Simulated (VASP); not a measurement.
# AgCl (F-43m) in VASP: further runs

The runs below take AgCl through single point, with PBE, r2SCAN.

Everything below comes from runs of VASP 6.6.1. Logs are shortened: lines on timing, memory, paths and dates and some standing lists are left out, and cuts for length are marked.

## 1. The cell of the first run

It takes space group F-43m (No. 216, cubic). Conventional cell: a = 6.306 Å, b = 6.306 Å, c = 6.306 Å, α = 90.00°, β = 90.00°, γ = 90.00°. Within 3.6 Å of Ag (site symmetry -43m) lie 4 Cl at 2.73 Å. Within 3.6 Å of Cl (site symmetry -43m) lie 4 Ag at 2.73 Å.

## 2. Single point, PBE (strain +5.3%)

Contents of INCAR:

```
SYSTEM = AgCl
PREC = Accurate
ENCUT = 520
EDIFF = 1E-6
ISMEAR = -1
SIGMA = 0.02
LREAL = .False.
LASPH = .True.
NELM = 60
ALGO = Normal
ISIF = 2
LWAVE = .False.
LCHARG = .False.
GGA = PE
NBANDS = 16
```

Contents of KPOINTS:

```
regular mesh
0
Gamma
  8 8 8
  0 0 0
```

Contents of POSCAR:

```
AgCl
1.0
    0.0000000000      3.1530855364      3.1530855364
    3.1530855364      0.0000000000      3.1530855364
    3.1530855364      3.1530855364      0.0000000000
Ag Cl
1 1
Direct
    0.0000000000      0.0000000000      0.0000000000
    0.2500000000      0.2500000000      0.2500000000
```

Potentials or basis: VASP PAW PBE potentials, release 64 (Ag, Cl).

On the command line:

```
> cat potpaw_PBE.64/Ag/POTCAR potpaw_PBE.64/Cl/POTCAR > POTCAR
> mpirun -np 1 vasp_std > vasp.out
```

OUTCAR:

```text
SYSTEM = AgCl
   PREC = Accurate
   ENCUT = 520
   EDIFF = 1E-6
   ISMEAR = -1
   LREAL = .False.
   LASPH = .True.
   NELM = 60
   ISIF = 2
   GGA = PE

 ion  position               nearest neighbor table
   1  0.000  0.000  0.000-   2 2.73   2 2.73   2 2.73   2 2.73
   2  0.250  0.250  0.250-   1 2.73   1 2.73   1 2.73   1 2.73

  LATTYP: Found a face centered cubic cell.
 ALAT       =     6.3061710728

  Lattice vectors:

 A1 = (   0.0000000000,   3.1530855364,   3.1530855364)
 A2 = (   3.1530855364,   0.0000000000,   3.1530855364)
 A3 = (   3.1530855364,   3.1530855364,   0.0000000000)

Analysis of symmetry for initial positions (statically):
=====================================================================
 Subroutine PRICEL returns:
 Original cell was already a primitive cell.

 Routine SETGRP: Setting up the symmetry group for a
 face centered cubic supercell.

 Subroutine GETGRP returns: Found 24 space group operations
 (whereof 24 operations were pure point group operations)
 out of a pool of 48 trial point group operations.

The static configuration has the point symmetry T_d .

Analysis of symmetry for dynamics (positions and initial velocities):
=====================================================================
 Subroutine PRICEL returns:
 Original cell was already a primitive cell.

 Routine SETGRP: Setting up the symmetry group for a
 face centered cubic supercell.

 Subroutine GETGRP returns: Found 24 space group operations
 (whereof 24 operations were pure point group operations)
 out of a pool of 48 trial point group operations.

The dynamic configuration has the point symmetry T_d .

 Subroutine INISYM returns: Found 24 space group operations
 (whereof 24 operations are pure point group operations),
 and found     1 'primitive' translations

----------------------------------------------------------------------------------------

                                     Primitive cell

  volume of cell :      62.6956

  direct lattice vectors                    reciprocal lattice vectors
     0.000000000  3.153085536  3.153085536    -0.158574829  0.158574829  0.158574829
     3.153085536  0.000000000  3.153085536     0.158574829 -0.158574829  0.158574829
     3.153085536  3.153085536  0.000000000     0.158574829  0.158574829 -0.158574829

  length of vectors
     4.459136329  4.459136329  4.459136329     0.274659661  0.274659661  0.274659661

  position of ions in fractional coordinates (direct lattice)
     0.000000000  0.000000000  0.000000000
     0.250000000  0.250000000  0.250000000

  ion indices of the primitive-cell ions
   primitive index   ion index
                 1           1
                 2           2

----------------------------------------------------------------------------------------

 KPOINTS: regular mesh

Automatic generation of k-mesh.
 Grid dimensions read from file:
 generate k-points for:    8    8    8

 Generating k-lattice:

  Cartesian coordinates                     Fractional coordinates (reciprocal lattice)
    -0.019821854  0.019821854  0.019821854     0.125000000  0.000000000  0.000000000
     0.019821854 -0.019821854  0.019821854     0.000000000  0.125000000  0.000000000
     0.019821854  0.019821854 -0.019821854     0.000000000  0.000000000  0.125000000

  Length of vectors
     0.034332458  0.034332458  0.034332458

  Shift w.r.t. Gamma in fractional coordinates (k-lattice)
     0.000000000  0.000000000  0.000000000

 Subroutine IBZKPT returns following result:
 ===========================================

 Found     29 irreducible k-points:

 Following reciprocal coordinates:
            Coordinates               Weight
  0.000000  0.000000  0.000000      1.000000
  0.125000  0.000000  0.000000      8.000000
  0.250000  0.000000  0.000000      8.000000
  0.375000  0.000000  0.000000      8.000000
  0.500000  0.000000  0.000000      4.000000
  0.125000  0.125000  0.000000      6.000000
[... 16 lines left out ...]
  0.500000  0.250000  0.125000     48.000000
 -0.375000  0.250000  0.125000     24.000000
 [... further k-points ...]
   k-points           NKPTS =     29   k-points in BZ     NKDIM =     29   number of bands    NBANDS=     16
   number of dos      NEDOS =    301   number of ions     NIONS =      2
   total plane-waves  NPLWV =  46656
   dimension x,y,z NGX =    36 NGY =   36 NGZ =   36
   dimension x,y,z NGXF=    72 NGYF=   72 NGZF=   72
   ions per type =               1   1
   NGX,Y,Z   is equivalent  to a cutoff of  13.42, 13.42, 13.42 a.u.
   NGXF,Y,Z  is equivalent  to a cutoff of  26.84, 26.84, 26.84 a.u.
 SYSTEM =  AgCl
   PREC   = accura    normal or accurate (medium, high low for compatibility)
   ISTART =      0    job   : 0-new  1-cont  2-samecut
   ICHARG =      2    charge: 1-file 2-atom 10-const
   ISPIN  =      1    spin polarized calculation?
   LNONCOLLINEAR =      F non collinear calculations
   LSORBIT =      F    spin-orbit coupling
   LASPH  =      T    aspherical Exc in radial PAW
   ENCUT  =  520.0 eV  38.22 Ry    6.18 a.u.   8.29  8.29  8.29*2*pi/ulx,y,z
   NELM   =     60;   NELMIN=  2; NELMDL= -5     # of ELM steps
   EDIFF  = 0.1E-05   stopping-criterion for ELM
   LREAL  =      F    real-space projection
   EDIFFG = 0.1E-04   stopping-criterion for IOM
   NSW    =      0    number of steps for IOM
   IBRION =     -1    ionic relax: 0-MD 1-quasi-New 2-CG
   NFREE  =      0    steps in history (QN), initial steepest desc. (CG)
   ISIF   =      2    stress and relaxation
   ISYM   =      2    0-nonsym 1-usesym 2-fastsym
   POTIM  = 0.5000    time-step for ionic-motion
   TEBEG  =    0.0;   TEEND  =   0.0 temperature during run
   PSTRESS=    0.0 pullay stress
   NELECT =      18.0000    total number of electrons
   NUPDOWN=      -1.0000    fix difference up-down
   EMIN   =  10.00;   EMAX   =-10.00  energy-range for DOS
   EFERMI =   0.00;   METHOD = LEGACY
   ISMEAR =    -1;   SIGMA  =   0.02  broadening in eV -4-tet -1-fermi 0-gaus
   EFERMI_NEDOS =   21; number of points for ismear=-14 and -15
   IALGO  =     38    algorithm
   IMIX   =      4    mixing-type and parameters
     AMIX     =   0.40;   BMIX     =  1.00
     AMIX_MAG =   1.60;   BMIX_MAG =  1.00
  volume/ion in A,a.u.               =      31.35       211.55
  Fermi-wavevector in a.u.,A,eV,Ry     =   1.079990  2.040886 15.869555  1.166379
  Thomas-Fermi vector in A             =   2.215970
   LORBIT       =      0    0 simple, 1 ext, 2 COOP (PROOUT), +10 PAW based schemes
   GGA     = PE    functional components
   LHFCALC =     F    Hartree Fock is set to
   AEXX    =    0.0000 exact exchange contribution
   IVDW    =     0    specifies the selected vdW correction
   LEPSILON=     F    determine dielectric tensor
   LRPA    =     F    only Hartree local field effects (RPA)
 non-spin polarized calculation
  energy-cutoff  :      520.00
  volume of cell :       62.70
 maximum number of plane-waves:      1708
 NGX is ok and might be reduce to    36
   NGX = 17   NGY = 17   NGZ = 17

 number of electron      18.0000003 magnetization

 Free energy of the ion-electron system (eV)
  ---------------------------------------------------
  ext. energy  EPLUGINS =         0.00000000
  ---------------------------------------------------
  free energy    TOTEN  =        -5.38512546 eV

  energy without entropy =       -5.38512546  energy(sigma->0) =       -5.38512546

 E-fermi :   0.6999     XC(G=0):  -7.8193

 val. band max:        0.2879880758   @ k =   0.0000   0.0000   0.0000
 cond. band min:       1.7221152780   @ k =   0.0000   0.0000   0.0000
 fundamental gap:      1.4341272022
 Fermi energy:         0.6999406510

 k-point     1 :       0.0000    0.0000    0.0000
  band No.  band energies     occupation
      1     -13.7568      2.00000
      2      -2.9322      2.00000
      3      -2.9322      2.00000
      4      -2.9322      2.00000
      5      -1.4075      2.00000
      6      -1.4075      2.00000
[... 8 lines left out ...]
     15      12.7842      0.00000
     16      12.7842      0.00000

 k-point     2 :       0.1250    0.0000    0.0000
  band No.  band energies     occupation
      1     -13.7405      2.00000
      2      -2.9573      2.00000
      3      -2.9082      2.00000
      4      -2.9082      2.00000
      5      -1.4100      2.00000
      6      -1.4100      2.00000
[... 8 lines left out ...]
     15      12.2771      0.00000
     16      12.9161      0.00000

 k-point     3 :       0.2500    0.0000    0.0000
  band No.  band energies     occupation
      1     -13.7007      2.00000
      2      -2.9866      2.00000
      3      -2.8513      2.00000
      4      -2.8513      2.00000
      5      -1.4056      2.00000
      6      -1.4056      2.00000
[... 8 lines left out ...]
     15      12.0218      0.00000
     16      12.3726      0.00000

 k-point     4 :       0.3750    0.0000    0.0000
  band No.  band energies     occupation
      1     -13.6606      2.00000
      2      -2.9612      2.00000
      3      -2.7967      2.00000
      4      -2.7967      2.00000
      5      -1.3814      2.00000
      6      -1.3814      2.00000
[... 8 lines left out ...]
     15      12.5913      0.00000
     16      12.5913      0.00000

 k-point     5 :       0.5000    0.0000    0.0000
  band No.  band energies     occupation
      1     -13.6439      2.00000
      2      -2.9271      2.00000
      3      -2.7751      2.00000
      4      -2.7751      2.00000
      5      -1.3632      2.00000
      6      -1.3632      2.00000
[... 8 lines left out ...]
     15      13.4399      0.00000
     16      13.4399      0.00000

 k-point     6 :       0.1250    0.1250    0.0000
  band No.  band energies     occupation
      1     -13.7350      2.00000
      2      -2.9880      2.00000
      3      -2.8875      2.00000
      4      -2.8875      2.00000
      5      -1.4305      2.00000
      6      -1.3931      2.00000
[... 8 lines left out ...]
     15      12.8459      0.00000
     16      13.4635      0.00000

 k-point     7 :       0.2500    0.1250    0.0000
  band No.  band energies     occupation
      1     -13.7032      2.00000
      2      -3.0230      2.00000
      3      -2.8380      2.00000
      4      -2.8288      2.00000
      5      -1.4432      2.00000
      6      -1.3796      2.00000
[... 8 lines left out ...]
     15      12.7020      0.00000
     16      13.5791      0.00000

 k-point     8 :       0.3750    0.1250    0.0000
  band No.  band energies     occupation
      1     -13.6632      2.00000
      2      -2.9937      2.00000
      3      -2.7913      2.00000
      4      -2.7681      2.00000
      5      -1.4226      2.00000
      6      -1.3619      2.00000
[... 8 lines left out ...]
     15      12.9986      0.00000
     16      13.1232      0.00000

 k-point     9 :       0.5000    0.1250    0.0000
  band No.  band energies     occupation
      1     -13.6387      2.00000
      2      -2.9132      2.00000
      3      -2.7757      2.00000
      4      -2.7422      2.00000
      5      -1.3869      2.00000
      6      -1.3599      2.00000
[... 8 lines left out ...]
     15      13.1683      0.00000
     16      13.4844      0.00000
[... 172 lines left out ...]
 k-point    19 :       0.5000    0.3750    0.0000
  band No.  band energies     occupation
      1     -13.6131      2.00000
      2      -3.1182      2.00000
      3      -2.5562      2.00000
      4      -2.5496      2.00000
      5      -1.3831      2.00000
      6      -1.3251      2.00000
[... 8 lines left out ...]
     15      13.5179      0.00000
     16      13.9156      0.00000

 k-point    20 :      -0.3750    0.3750    0.0000
  band No.  band energies     occupation
      1     -13.6107      2.00000
      2      -3.0026      2.00000
      3      -2.5962      2.00000
      4      -2.5833      2.00000
      5      -1.4198      2.00000
      6      -1.3601      2.00000
[... 8 lines left out ...]
     15      13.1370      0.00000
     16      14.3894      0.00000

 k-point    21 :       0.5000    0.5000    0.0000
  band No.  band energies     occupation
      1     -13.6077      2.00000
      2      -3.1685      2.00000
      3      -2.5100      2.00000
      4      -2.5100      2.00000
      5      -1.3698      2.00000
      6      -1.3082      2.00000
[... 8 lines left out ...]
     15      13.3090      0.00000
     16      13.6969      0.00000

 k-point    22 :       0.3750    0.2500    0.1250
  band No.  band energies     occupation
      1     -13.6712      2.00000
      2      -3.0306      2.00000
      3      -2.7813      2.00000
      4      -2.7661      2.00000
      5      -1.4490      2.00000
      6      -1.3598      2.00000
[... 8 lines left out ...]
     15      12.9498      0.00000
     16      14.4152      0.00000

 k-point    23 :       0.5000    0.2500    0.1250
  band No.  band energies     occupation
      1     -13.6391      2.00000
      2      -2.9521      2.00000
      3      -2.7712      2.00000
      4      -2.6920      2.00000
      5      -1.4168      2.00000
      6      -1.3638      2.00000
[... 8 lines left out ...]
     15      13.1248      0.00000
     16      13.7979      0.00000

 k-point    24 :      -0.3750    0.2500    0.1250
  band No.  band energies     occupation
      1     -13.6258      2.00000
      2      -2.8656      2.00000
      3      -2.8003      2.00000
      4      -2.6566      2.00000
      5      -1.4295      2.00000
      6      -1.3612      2.00000
[... 8 lines left out ...]
     15      12.9333      0.00000
     16      13.7940      0.00000

 [... further k-points ...]

------------------------ aborting loop because EDIFF is reached ----------------------------------------

  FORCE on cell =-STRESS in cart. coord.  units (eV):
  Direction    XX          YY          ZZ          XY          YZ          ZX
  --------------------------------------------------------------------------------------
  -------------------------------------------------------------------------------------
  Total       -1.0725960     -1.0725960     -1.0725960      0.0000000     -0.0000000      0.0000000
  in kB      -27.4100303    -27.4100303    -27.4100303      0.0000000     -0.0000000      0.0000000
  external PRESSURE =     -27.4100303 kB  Pullay stress =       0.0000000 kB

 VOLUME and BASIS-vectors are now :
 -----------------------------------------------------------------------------
  energy-cutoff  :      520.00
  volume of cell :       62.70
      direct lattice vectors                 reciprocal lattice vectors
     0.000000000  3.153085536  3.153085536    -0.158574829  0.158574829  0.158574829
     3.153085536  0.000000000  3.153085536     0.158574829 -0.158574829  0.158574829
     3.153085536  3.153085536  0.000000000     0.158574829  0.158574829 -0.158574829

 POSITION                                       TOTAL-FORCE (eV/Angst)
 -----------------------------------------------------------------------------------
      0.00000      0.00000      0.00000         0.000000     -0.000000      0.000000
      1.57654      1.57654      1.57654        -0.000000      0.000000     -0.000000
 -----------------------------------------------------------------------------------
    total drift:                                0.000000      0.000000      0.000000

  FREE ENERGIE OF THE ION-ELECTRON SYSTEM (eV)
  ---------------------------------------------------
  free  energy   TOTEN  =        -5.3851254577 eV

  energy  without entropy=       -5.3851254577  energy(sigma->0) =       -5.38512546
```

Run time: 12 s. Hardware: 1 thread of Intel Xeon 6975P-C (Granite Rapids), shared host; peak memory 0.21 GiB.

Results:

- Free energy: -5.3851 eV
- Pressure: -2.7 GPa
- Band gap on the k mesh: 1.43 eV

Caveat: the cell differs from its parent crystal (strain +5.3%).

## 3. Single point, r2SCAN (strain +5.3%)

POSCAR is that of step 2.

Contents of INCAR.step1:

```
SYSTEM = AgCl
  PREC = Accurate
  ENCUT = 520
  ISMEAR = 0
  SIGMA = 0.01
  LREAL = .False.
  LASPH = .True.
  NELM = 60
  NBANDS = 16
  GGA = PE
  ALGO = Normal
  EDIFF = 1E-4
  LWAVE = .True.
  LCHARG = .False.
```

Contents of INCAR.step2:

```
SYSTEM = AgCl
  PREC = Accurate
  ENCUT = 520
  EDIFF = 1E-7
  ISMEAR = 0
  SIGMA = 0.01
  LREAL = .False.
  LASPH = .True.
  NELM = 60
  ALGO = Normal
  ISIF = 2
  LWAVE = .False.
  LCHARG = .False.
  METAGGA = R2SCAN
  LMIXTAU = .True.
  NBANDS = 16
  ISTART = 1
```

KPOINTS is that of step 2.

Potentials or basis: VASP PAW PBE potentials, release 64 (Ag, Cl).

On the command line:

```
> cat potpaw_PBE.64/Ag/POTCAR potpaw_PBE.64/Cl/POTCAR > POTCAR
> cp INCAR.step1 INCAR
> mpirun -np 1 vasp_std > vasp.out
> cp INCAR.step2 INCAR
> mpirun -np 1 vasp_std > vasp.out
```

Wall time 53 s (1 thread of Intel Xeon 6975P-C (Granite Rapids), shared host); peak memory 0.22 GiB.

Results (log left out):

| Property | Result |
| --- | --- |
| Free energy | -28.4204 eV |
| Pressure | -3.8 GPa |
| Band gap on the k mesh | 1.80 eV |

Levels at points of the mesh, in eV from the valence-band top:
| k point | band 7 | band 8 | band 9 | band 10 | band 11 | band 12 |
| --- | --- | --- | --- | --- | --- | --- |
| (0.00, 0.00, 0.00) | 0.00 | 0.00 | 0.00 | 1.80 | 8.78 | 8.78 |
| (0.50, 0.00, 0.00) | -1.59 | -0.43 | -0.43 | 4.18 | 6.79 | 9.00 |
| (0.50, 0.50, 0.00) | -1.34 | -1.04 | -1.04 | 5.37 | 5.59 | 8.86 |

Caveat: the cell differs from its parent crystal (strain +5.3%); the cell stands under tension; the PAW data sets were made with another functional, which shifts forces and pressure a little. A k mesh can miss the band edges.
